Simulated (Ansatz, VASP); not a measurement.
# ScAl7N8 in VASP and in Ansatz

```xyz
16
Lattice="0.0000 0.0000 -5.0023 3.1714 5.4930 0.0000 3.1714 -5.4930 0.0000" Properties=species:S:1:pos:R:3 pbc="T T T"
Sc    1.5857   -0.9155   -0.0473
Al    3.1764   -3.6591   -0.0136
Al    3.1664    1.8339   -0.0136
Al    4.7571   -0.9213   -0.0136
Al    3.2030   -1.8492   -2.5037
Al    1.5857    0.9520   -2.5037
Al    4.7571    0.9155   -2.5207
Al    3.1398    3.6438   -2.5037
N     1.5857   -0.9155   -2.9295
N     3.1647   -3.6659   -3.1053
N     3.1781    1.8272   -3.1053
N     4.7571   -0.9078   -3.1053
N     3.2712   -1.8886   -0.6161
N     1.5857    1.0307   -0.6161
N     4.7571    0.9155   -0.5977
N     3.0716    3.6044   -0.6161
```

Alike in both runs: functional PBEsol; k mesh 4 × 6 × 6; occupations gaussian, width 0.1 eV; no spin polarisation.

Ansatz relaxed the structure, and its values are those at the end. VASP's run is a single point on that final structure, the one shown.

```csv
,VASP,Ansatz
version,VASP 6.6.1,Ansatz 0.2.0
potentials or method,"VASP PAW PBE potentials, release 64 (Sc_sv, Al, N), cutoff 520 eV","scalar-relativistic, plane waves, PAW"
valence electrons in the cell,72,72
```

Ansatz gave:

| Quantity | Value |
| --- | --- |
| gap on the k mesh at the Fermi level (eV) | 3.90 |
| least direct gap on the mesh (eV) | 3.90 |
| pressure (GPa) | -0.3 |
| rms of the force components (eV/Å) | 0.019 |

Task: Which values does VASP return?

Result: gap on the k mesh at the Fermi level (eV): 3.92; least direct gap on the mesh (eV): 3.92; pressure (GPa): -0.1; rms of the force components (eV/Å): 0.021.

VASP's potentials were made for PBE, not for PBEsol.
